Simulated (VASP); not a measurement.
Write the native input for VASP 6.6.1 that does the following.

- Task: electric field gradients
- Functional: PBE
- Potentials or basis: VASP PAW PBE potentials, release 64 (Al)
- Cutoff: 520 eV
- k mesh: 14 × 14 × 14
- Occupations: fermi-dirac, width 0.05 eV
- Spin: no spin polarisation
- Dipole correction: no
- Further INCAR settings: ALGO = Normal; EDIFF = 1e-08; NBANDS = 8

The structure of Al lies in POSCAR:

```
Al
1.0
    0.0000000000      1.9826626923      1.9826626923
    1.9826626923      0.0000000000      1.9826626923
    1.9826626923      1.9826626923      0.0000000000
Al
1
Direct
    0.0000000000      0.0000000000      0.0000000000
```

This cell differs from its parent crystal: volume scaled by 0.94.

The input as run:

INCAR

```
SYSTEM = Al
PREC = Accurate
ENCUT = 520
EDIFF = 1E-8
ISMEAR = -1
SIGMA = 0.05
LREAL = .FALSE.
LASPH = .TRUE.
NELM = 100
ALGO = Normal
ISIF = 2
LWAVE = .FALSE.
LCHARG = .FALSE.
GGA = PE
LEFG = .TRUE.
NBANDS = 8
```

KPOINTS

```
Automatic mesh
0
G
  14 14 14
  0 0 0
```

Potentials or basis: VASP PAW PBE potentials, release 64 (Al).

The run is started by

```console
$ cat potpaw_PBE.64/Al/POTCAR > POTCAR
$ mpirun -np 1 vasp_std > vasp.out
```

Results of the run:

```
Pressure : 4.7 GPa
```

Caveat: without QUAD_EFG the Cq values of the log hold for a quadrupole moment of 1 mb, not for the nuclei.

Wall time 11 s on 1 thread of Intel Xeon 6975P-C (shared host), peak memory 0.14 GiB.
